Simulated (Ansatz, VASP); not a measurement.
**One calculation of InSb, two programs**

INCAR

```
PREC = Accurate
ENCUT = 520
EDIFF = 1E-6
ISMEAR = 0
SIGMA = 0.15
LREAL = False
LASPH = True
NELM = 100
ALGO = Normal
ISIF = 2
LWAVE = False
LCHARG = False
GGA = PS
NBANDS = 16
```

KPOINTS

```
Automatic mesh
0
Gamma
  14 14 14
```

File POSCAR:

```
InSb
1.0
    0.0000000000      3.0452043241      3.0452043241
    3.0452043241      0.0000000000      3.0452043241
    3.0452043241      3.0452043241      0.0000000000
In Sb
1 1
Direct
    0.0000000000      0.0000000000      0.0000000000
    0.5000000000      0.5000000000      0.5000000000
```

Input for Ansatz:

```yaml
crystal:
  lattice:
    - [0.0, 3.0452043241, 3.0452043241]
    - [3.0452043241, 0.0, 3.0452043241]
    - [3.0452043241, 3.0452043241, 0.0]
  atoms:
    - { symbol: In, position: [0.0, 0.0, 0.0] }
    - { symbol: Sb, position: [0.5, 0.5, 0.5] }
basis:
  ecutwfc: 420
kpoints:
  mp_grid: { grid: [14, 14, 14] }
hamiltonian:
  xc: pbesol
  pseudopotentials: { kind: paw, azcp: { folder: soft_1 } }
scf:
  occupations: { method: gaussian, width: 0.15 }
output:
  forces: true
  stress: true
  eigenvalues: true
```

Alike in both runs: task single point; functional PBEsol; k mesh 14 × 14 × 14; occupations gaussian, width 0.15 eV; no spin polarisation.

```csv
,VASP,Ansatz
version,VASP 6.6.1,Ansatz 0.2.0
potentials or method,"VASP PAW PBE potentials, release 64 (In_d, Sb), cutoff 520 eV","scalar-relativistic, plane waves, PAW"
valence electrons in the cell,18,28
```

|  | VASP | Ansatz | Ansatz less VASP |
| --- | --- | --- | --- |
| gap on the k mesh at the Fermi level (eV) | none | none | - |
| pressure (GPa) | -1.4 | -1.4 | -0.01 |

VASP's potentials were made for PBE, not for PBEsol, and Ansatz warns of the same on its side. A gap of «none» marks a metal or a gap that the smearing closes. VASP's potentials hold 18 valence electrons a cell and Ansatz's 28, so a difference there can come from the potentials and not from the codes.

Neither program's run includes spin-orbit coupling.
